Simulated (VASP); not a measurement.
# Ga3HN3 in VASP: notebook

The runs below take Ga3HN3 through single point, with PBE.

All numbers are computed with VASP 6.6.1; they aren't measurements. Logs are shortened: lines on timing, memory, paths and dates and some standing lists are left out, and cuts for length are marked.

## Step 1: The cell of the first run

The cell holds a slab with vacuum, 7 atoms: a = 3.217 Å, b = 3.217 Å, c = 21.220 Å, α = 90.00°, β = 90.00°, γ = 90.00°.

## Step 2: Single point, PBE, collinear spin

The input, INCAR:

```
SYSTEM = Ga3HN3
PREC     = Accurate       ! precision mode
ENCUT    = 520            ! plane-wave cutoff, eV
EDIFF    = 1E-6           ! SCF threshold, eV
ISMEAR   = 0              ! smearing method
SIGMA    = 0.05           ! smearing width, eV
LREAL    = .FALSE.        ! projectors in reciprocal space
LASPH    = .TRUE.         ! aspherical terms in the spheres
NELM     = 200            ! most SCF steps
ALGO     = Normal         ! electronic algorithm
ISIF     = 2              ! what is computed and relaxed
LWAVE    = .FALSE.        ! write WAVECAR
LCHARG   = .TRUE.         ! write CHGCAR
ISPIN    = 2              ! spin polarisation
MAGMOM   = 0 0 0 0 0 0 1  ! initial moments
LORBIT   = 11             ! projections on sites
LDIPOL   = .TRUE.       
IDIPOL   = 3            
DIPOL    = 0.5 0.5 0.352
GGA      = PE             ! functional
LELF     = .TRUE.         ! ELF
LVHAR    = .TRUE.       
LVACPOTAV= .TRUE.       
NBANDS   = 40             ! bands
GGA_COMPAT= .FALSE.      
NELMDL   = -8
```

The input, KPOINTS:

```
regular mesh
0
G
  8 8 1
  0 0 0
```

The input, POSCAR:

```
Ga3HN3
1.0
    3.2165072845      0.0000000000      0.0000000000
    0.0000000000      3.2165072845      0.0000000000
    0.0000000000      0.0000000000     21.2198073008
N Ga H
3 3 1
Direct
    0.0000000000      0.5000000000      0.1885031256
    0.5000000000      0.0000000000      0.2956866679
    0.0000000000      0.5000000000      0.4029970648
    0.5000000000      0.5000000000      0.2420948967
    0.0000000000      0.0000000000      0.3470972837
    0.5000000000      0.5000000000      0.4580535140
    0.6250000000      0.6250000000      0.5267293582
```

Potentials or basis: VASP PAW PBE potentials, release 64 (N, Ga_d, H).

Started as:

```
cat potpaw_PBE.64/N/POTCAR potpaw_PBE.64/Ga_d/POTCAR potpaw_PBE.64/H/POTCAR > POTCAR
mpirun -np 1 vasp_std > vasp.out
```

OUTCAR:

```text
SYSTEM = Ga3HN3
   PREC = Accurate
   ENCUT = 520
   EDIFF = 1E-6
   ISMEAR = 0
   LREAL = .FALSE.
   LASPH = .TRUE.
   NELM = 200
   ISIF = 2
   ISPIN = 2
   LORBIT = 11
   GGA = PE
   NELMDL = -8

 ion  position               nearest neighbor table
   1  0.000  0.500  0.189-   4 1.97   4 1.97
   2  0.500  0.000  0.296-   5 1.94   5 1.94   4 1.97   4 1.97
   3  0.000  0.500  0.403-   6 1.99   6 1.99   5 2.00   5 2.00
   4  0.500  0.500  0.242-   1 1.97   1 1.97   2 1.97   2 1.97
   5  0.000  0.000  0.347-   2 1.94   2 1.94   3 2.00   3 2.00
   6  0.500  0.500  0.458-   7 1.56   3 1.99   3 1.99
   7  0.625  0.625  0.527-   6 1.56

  LATTYP: Found a simple tetragonal cell.
 ALAT       =     3.2165072845
 C/A-ratio  =     6.5971581669

  Lattice vectors:

 A1 = (   3.2165072845,   0.0000000000,   0.0000000000)
 A2 = (   0.0000000000,   3.2165072845,   0.0000000000)
 A3 = (   0.0000000000,   0.0000000000,  21.2198073008)

Analysis of symmetry for initial positions (statically):
=====================================================================
 Subroutine PRICEL returns:
 Original cell was already a primitive cell.

 Routine SETGRP: Setting up the symmetry group for a
 simple tetragonal supercell.

 Subroutine GETGRP returns: Found  1 space group operations
 (whereof  1 operations were pure point group operations)
 out of a pool of 16 trial point group operations.

The static configuration has the point symmetry C_1 .

Analysis of symmetry for dynamics (positions and initial velocities):
=====================================================================
 Subroutine PRICEL returns:
 Original cell was already a primitive cell.

 Routine SETGRP: Setting up the symmetry group for a
 simple tetragonal supercell.

 Subroutine GETGRP returns: Found  1 space group operations
 (whereof  1 operations were pure point group operations)
 out of a pool of 16 trial point group operations.

The dynamic configuration has the point symmetry C_1 .

Analysis of structural, dynamic, and magnetic symmetry:
=====================================================================
 Subroutine PRICEL returns:
 Original cell was already a primitive cell.

 Routine SETGRP: Setting up the symmetry group for a
 simple tetragonal supercell.

 Subroutine GETGRP returns: Found  1 space group operations
 (whereof  1 operations were pure point group operations)
 out of a pool of 16 trial point group operations.

The overall configuration has the point symmetry C_1 .

 Subroutine INISYM returns: Found  1 space group operations
 (whereof  1 operations are pure point group operations),
 and found     1 'primitive' translations

----------------------------------------------------------------------------------------

                                     Primitive cell

  volume of cell :     219.5384

  direct lattice vectors                    reciprocal lattice vectors
     3.216507285  0.000000000  0.000000000     0.310896234  0.000000000  0.000000000
     0.000000000  3.216507285  0.000000000     0.000000000  0.310896234  0.000000000
     0.000000000  0.000000000 21.219807301     0.000000000  0.000000000  0.047125781

  length of vectors
     3.216507285  3.216507285 21.219807301     0.310896234  0.310896234  0.047125781

  position of ions in fractional coordinates (direct lattice)
     0.000000000  0.500000000  0.188503126
     0.500000000  0.000000000  0.295686668
     0.000000000  0.500000000  0.402997065
     0.500000000  0.500000000  0.242094897
     0.000000000  0.000000000  0.347097284
     0.500000000  0.500000000  0.458053514
     0.625000000  0.625000000  0.526729358

  ion indices of the primitive-cell ions
   primitive index   ion index
                 1           1
                 2           2
                 3           3
                 4           4
                 5           5
                 6           6
                 7           7

----------------------------------------------------------------------------------------

 KPOINTS: regular mesh

Automatic generation of k-mesh.
 Grid dimensions read from file:
 generate k-points for:    8    8    1

 Generating k-lattice:

  Cartesian coordinates                     Fractional coordinates (reciprocal lattice)
     0.038862029  0.000000000  0.000000000     0.125000000  0.000000000  0.000000000
     0.000000000  0.038862029  0.000000000     0.000000000  0.125000000  0.000000000
     0.000000000  0.000000000  0.047125781     0.000000000  0.000000000  1.000000000

  Length of vectors
     0.038862029  0.038862029  0.047125781

  Shift w.r.t. Gamma in fractional coordinates (k-lattice)
     0.000000000  0.000000000  0.000000000

 Subroutine IBZKPT returns following result:
 ===========================================

 Found     34 irreducible k-points:

 Following reciprocal coordinates:
            Coordinates               Weight
  0.000000  0.000000  0.000000      1.000000
  0.125000  0.000000  0.000000      2.000000
  0.000000  0.125000  0.000000      2.000000
  0.250000  0.000000  0.000000      2.000000
  0.000000  0.250000  0.000000      2.000000
  0.375000  0.000000  0.000000      2.000000
[... 16 lines left out ...]
 -0.250000  0.250000  0.000000      2.000000
  0.375000  0.250000  0.000000      2.000000
 [... further k-points ...]
   k-points           NKPTS =     34   k-points in BZ     NKDIM =     34   number of bands    NBANDS=     40
   number of dos      NEDOS =    301   number of ions     NIONS =      7
   total plane-waves  NPLWV =  92160
   dimension x,y,z NGX =    24 NGY =   24 NGZ =  160
   dimension x,y,z NGXF=    48 NGYF=   48 NGZF=  320
   ions per type =               3   3   1
   NGX,Y,Z   is equivalent  to a cutoff of  12.40, 12.40, 12.54 a.u.
   NGXF,Y,Z  is equivalent  to a cutoff of  24.81, 24.81, 25.07 a.u.
 SYSTEM =  Ga3HN3
   PREC   = accura    normal or accurate (medium, high low for compatibility)
   ISTART =      0    job   : 0-new  1-cont  2-samecut
   ICHARG =      2    charge: 1-file 2-atom 10-const
   ISPIN  =      2    spin polarized calculation?
   LNONCOLLINEAR =      F non collinear calculations
   LSORBIT =      F    spin-orbit coupling
   LASPH  =      T    aspherical Exc in radial PAW
   ENCUT  =  520.0 eV  38.22 Ry    6.18 a.u.   5.98  5.98 39.45*2*pi/ulx,y,z
   NELM   =    200;   NELMIN=  2; NELMDL= -8     # of ELM steps
   EDIFF  = 0.1E-05   stopping-criterion for ELM
   LREAL  =      F    real-space projection
   EDIFFG = 0.1E-04   stopping-criterion for IOM
   NSW    =      0    number of steps for IOM
   IBRION =     -1    ionic relax: 0-MD 1-quasi-New 2-CG
   NFREE  =      0    steps in history (QN), initial steepest desc. (CG)
   ISIF   =      2    stress and relaxation
   ISYM   =      2    0-nonsym 1-usesym 2-fastsym
   POTIM  = 0.5000    time-step for ionic-motion
   TEBEG  =    0.0;   TEEND  =   0.0 temperature during run
   PSTRESS=    0.0 pullay stress
   NELECT =      55.0000    total number of electrons
   NUPDOWN=      -1.0000    fix difference up-down
   EMIN   =  10.00;   EMAX   =-10.00  energy-range for DOS
   EFERMI =   0.00;   METHOD = LEGACY
   ISMEAR =     0;   SIGMA  =   0.05  broadening in eV -4-tet -1-fermi 0-gaus
   EFERMI_NEDOS =   21; number of points for ismear=-14 and -15
   IALGO  =     38    algorithm
   IMIX   =      4    mixing-type and parameters
     AMIX     =   0.40;   BMIX     =  1.00
     AMIX_MAG =   1.60;   BMIX_MAG =  1.00
  volume/ion in A,a.u.               =      31.36       211.65
  Fermi-wavevector in a.u.,A,eV,Ry     =   1.032030  1.950253 14.491367  1.065085
  Thomas-Fermi vector in A             =   2.166207
   LORBIT       =     11    0 simple, 1 ext, 2 COOP (PROOUT), +10 PAW based schemes
   GGA     = PE    functional components
   LHFCALC =     F    Hartree Fock is set to
   AEXX    =    0.0000 exact exchange contribution
   IVDW    =     0    specifies the selected vdW correction
   LEPSILON=     F    determine dielectric tensor
   LRPA    =     F    only Hartree local field effects (RPA)
 spin polarized calculation
 Gauss-broadening in eV      SIGMA  =   0.05
  energy-cutoff  :      520.00
  volume of cell :      219.54
 maximum number of plane-waves:      5966
   NGX = 11   NGY = 11   NGZ = 79

 dipolmoment           0.000000      0.000000      0.085736 electrons x Angstroem

 number of electron      55.0000025 magnetization       0.0469926

 number of electron      55.0000025 magnetization      -0.0882513

 dipolmoment           0.000000      0.000000     -0.236006 electrons x Angstroem

 Free energy of the ion-electron system (eV)
  ---------------------------------------------------
  ext. energy  EPLUGINS =         0.00000000
  ---------------------------------------------------
  free energy    TOTEN  =       -34.76225358 eV

  energy without entropy =      -34.75746988  energy(sigma->0) =      -34.75986173

 E-fermi :  -2.1091     XC(G=0):  -4.7499

 val. band max:       -2.1116084171   @ k =  -0.3750   0.2500   0.0000
 cond. band min:      -2.0970345291   @ k =   0.2500   0.2500   0.0000
 fundamental gap:      0.0145738880
 Fermi energy:        -2.1090775200

 spin component 1

 k-point     1 :       0.0000    0.0000    0.0000
  band No.  band energies     occupation
      1     -18.8101      1.00000
      2     -18.0473      1.00000
      3     -17.4699      1.00000
      4     -17.4122      1.00000
      5     -17.3926      1.00000
      6     -17.3610      1.00000
[... 31 lines left out ...]
     38       5.6723      0.00000
     39       6.0934      0.00000
[... 964 lines left out ...]
     38       6.4618      0.00000
     39       6.8741      0.00000

 [... further k-points ...]

 spin component 2

 k-point     1 :       0.0000    0.0000    0.0000
  band No.  band energies     occupation
      1     -18.8121      1.00000
      2     -18.0667      1.00000
      3     -17.4692      1.00000
      4     -17.4116      1.00000
      5     -17.3922      1.00000
      6     -17.3604      1.00000
[... 31 lines left out ...]
     38       5.6870      0.00000
     39       6.0885      0.00000
[... 964 lines left out ...]
     38       6.4838      0.00000
     39       6.8782      0.00000

 [... further k-points ...]

 [bands above 39 left out]

------------------------ aborting loop because EDIFF is reached ----------------------------------------

  FORCE on cell =-STRESS in cart. coord.  units (eV):
  Direction    XX          YY          ZZ          XY          YZ          ZX
  --------------------------------------------------------------------------------------
  -------------------------------------------------------------------------------------
  Total       -1.5079233     -0.3302407     -1.8534618     -0.1326622      0.0882665     -1.1453964
  in kB      -11.0047285     -2.4100756    -13.5264461     -0.9681604      0.6441636     -8.3590302
  external PRESSURE =      -8.9804167 kB  Pullay stress =       0.0000000 kB

 VOLUME and BASIS-vectors are now :
 -----------------------------------------------------------------------------
  energy-cutoff  :      520.00
  volume of cell :      219.54
      direct lattice vectors                 reciprocal lattice vectors
     3.216507285  0.000000000  0.000000000     0.310896234  0.000000000  0.000000000
     0.000000000  3.216507285  0.000000000     0.000000000  0.310896234  0.000000000
     0.000000000  0.000000000 21.219807301     0.000000000  0.000000000  0.047125781

 POSITION                                       TOTAL-FORCE (eV/Angst)
 -----------------------------------------------------------------------------------
      0.00000      1.60825      4.00000         0.003334     -0.016158      1.533058
      1.60825      0.00000      6.27441         0.023697     -0.020090      1.051586
      0.00000      1.60825      8.55152         0.243147     -0.163941      1.117620
      1.60825      1.60825      5.13721         0.006135      0.012417     -2.389580
      0.00000      0.00000      7.36534         0.056391      0.066756     -0.394486
      1.60825      1.60825      9.71981         0.078608      0.155848     -0.913770
      2.01032      2.01032     11.17710        -0.411313     -0.034832     -0.004427
 -----------------------------------------------------------------------------------
    total drift:                                0.000028      0.000004      0.000122

  FREE ENERGIE OF THE ION-ELECTRON SYSTEM (eV)
  ---------------------------------------------------
  free  energy   TOTEN  =       -34.7622535766 eV

  energy  without entropy=      -34.7574698843  energy(sigma->0) =      -34.75986173

 vacuum level on the upper side and lower side of the slab         2.024         6.151

 total charge

# of ion       s       p       d       tot
------------------------------------------
    1        1.315   2.149   0.000   3.464
    2        1.240   2.483   0.000   3.723
    3        1.240   2.442   0.000   3.682
    4        0.796   0.865  10.145  11.806
    5        0.796   0.848  10.159  11.802
    6        0.865   0.800  10.038  11.703
    7        0.516   0.010   0.000   0.527
--------------------------------------------------
tot          6.768   9.598  30.341  46.707

 magnetization (x)

# of ion       s       p       d       tot
------------------------------------------
    1       -0.005  -0.044   0.000  -0.048
    2       -0.000  -0.020   0.000  -0.020
    3        0.001  -0.000   0.000   0.001
    4       -0.002  -0.003  -0.007  -0.012
    5        0.000  -0.000  -0.000  -0.000
    6        0.001   0.001   0.000   0.002
    7        0.001   0.000   0.000   0.001
--------------------------------------------------
tot         -0.004  -0.066  -0.007  -0.077
```

Run time: 18 min. Hardware: 1 thread of Intel Xeon Platinum 8488C (Sapphire Rapids), shared host; peak memory 0.65 GiB.

Results:

| Item | Value |
| --- | --- |
| Free energy | -34.7623 eV |
| Largest force | 2.390 eV/Å |
| Net moment | -0.09 μB per cell |
| Site moments | N -0.05, -0.02, +0.00; Ga -0.01, -0.00, +0.00; H +0.00 μB |
| Valence electrons inside the program's atomic spheres | N 3.46, 3.72, 3.68; Ga 11.81, 11.80, 11.70; H 0.53 |

Forces in eV/Å, atoms in the order of the input:
```
N    0.003 -0.016  1.533
N    0.024 -0.020  1.052
N    0.243 -0.164  1.118
Ga   0.006  0.012 -2.390
Ga   0.056  0.067 -0.394
Ga   0.079  0.156 -0.914
H   -0.411 -0.035 -0.004
```

## Step 3: Single point, PBE, collinear spin

The input, INCAR:

```
  ALGO = Normal
  DIPOL = 0.5 0.5 0.348
  EDIFF = 1E-6
  ENCUT = 520
  GGA = PE
  GGA_COMPAT = F
  IDIPOL = 3
  ISIF = 2
  ISMEAR = 0
  ISPIN = 2
  LASPH = T
  LCHARG = F
  LDIPOL = T
  LORBIT = 11
  LREAL = F
  LWAVE = F
  MAGMOM = 0 0 0 0 0 0 1
  NBANDS = 40
  NELM = 200
  NELMDL = -8
  PREC = Accurate
  SIGMA = 0.05
```

The input, KPOINTS:

```
k-points
0
Gamma
  8 8 1
```

POSCAR, as its differences from that of step 2:

```diff
@@ -14,2 +14,2 @@
     0.5000000000      0.5000000000      0.4580535140
-    0.6250000000      0.6250000000      0.5267293582
+    0.7500000000      0.8750000000      0.5018553616
```

Potentials or basis: VASP PAW PBE potentials, release 64 (N, Ga_d, H).

Started as:

```
cat potpaw_PBE.64/N/POTCAR potpaw_PBE.64/Ga_d/POTCAR potpaw_PBE.64/H/POTCAR > POTCAR
mpirun -np 1 vasp_std > vasp.out
```

Wall time 14 min (1 thread of Intel Xeon 6975P-C (Granite Rapids), shared host); peak memory 0.64 GiB.

The run converged. Its results:

* Free energy: -34.4382 eV
* Largest force: 2.407 eV/Å
* Net moment: -0.11 μB per cell
* Site moments: N -0.07, -0.03, +0.00; Ga -0.01, +0.00, +0.01; H +0.00 μB
* Valence electrons inside the program's atomic spheres: N 3.46, 3.72, 3.69; Ga 11.80, 11.81, 11.62; H 0.49

Forces in eV/Å, atoms in the order of the input:
```
N    0.010 -0.029  1.580
N    0.046 -0.040  0.951
N    0.419 -0.374  0.491
Ga   0.009  0.021 -2.407
Ga   0.109  0.100 -0.236
Ga   0.699  0.267 -0.406
H   -1.292  0.054  0.027
```

Levels at points of the mesh, in eV from the Fermi level:
Spin up:
```
           k point  band 25  band 26  band 27  band 28  band 29  band 30
(0.00, 0.00, 0.00)    -1.83    -0.41    -0.07     0.64     1.31     3.00
(0.50, 0.00, 0.00)    -1.92    -1.63    -0.35     0.63     0.89     4.43
(0.00, 0.50, 0.00)    -1.88    -0.95    -0.61    -0.11     0.23     4.10
(0.50, 0.50, 0.00)    -3.32    -2.61    -0.71    -0.51    -0.09     1.88
```
Spin down:
| k point | band 24 | band 25 | band 26 | band 27 | band 28 | band 29 | band 30 | band 31 |
| --- | --- | --- | --- | --- | --- | --- | --- | --- |
| (0.00, 0.00, 0.00) | -2.04 | -1.86 | -0.69 | -0.12 | 0.90 | 1.25 | 2.93 | 3.55 |
| (0.50, 0.00, 0.00) | -2.26 | -1.95 | -1.70 | -0.80 | 0.63 | 1.18 | 4.42 | 4.92 |
| (0.00, 0.50, 0.00) | -2.35 | -1.90 | -0.89 | -0.56 | -0.16 | -0.13 | 4.10 | 4.71 |
| (0.50, 0.50, 0.00) | -3.85 | -3.32 | -2.65 | -0.96 | -0.44 | -0.06 | 1.89 | 3.59 |
